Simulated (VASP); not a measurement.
Runs of VASP 6.6.1 on CrPb. The structure is cubic, space group Pm-3m (No. 221). The conventional cell has a = 3.486 Å, b = 3.486 Å, c = 3.486 Å, α = 90.00°, β = 90.00°, γ = 90.00°. Cr (site symmetry m-3m) has 8 Pb at 3.02 Å and 6 Cr at 3.49 Å within 4.0 Å. Pb (site symmetry m-3m) has 8 Cr at 3.02 Å and 6 Pb at 3.49 Å within 4.0 Å. 

```csv
fixed moment (μB),pressure (GPa),moment (μB)
3.0,-5.5,3.00
2.0,(a),2.00
2.5,-8.5,2.50
1.5,-12.5,1.50
```

Alike in all rows: task single point; level PBEsol; potentials or basis VASP PAW PBE potentials, release 64 (Cr_pv, Pb_d); spin collinear, ferrimagnetic start; cell as given; k mesh 12 × 12 × 12; cutoff (eV) 520; smearing gaussian 0.1 eV.

Fill in the values left out.

(a) -11.0.

Caveats: the PAW data sets were made with another functional, which shifts forces and pressure a little; the total moment is fixed, so each spin has its own Fermi level.
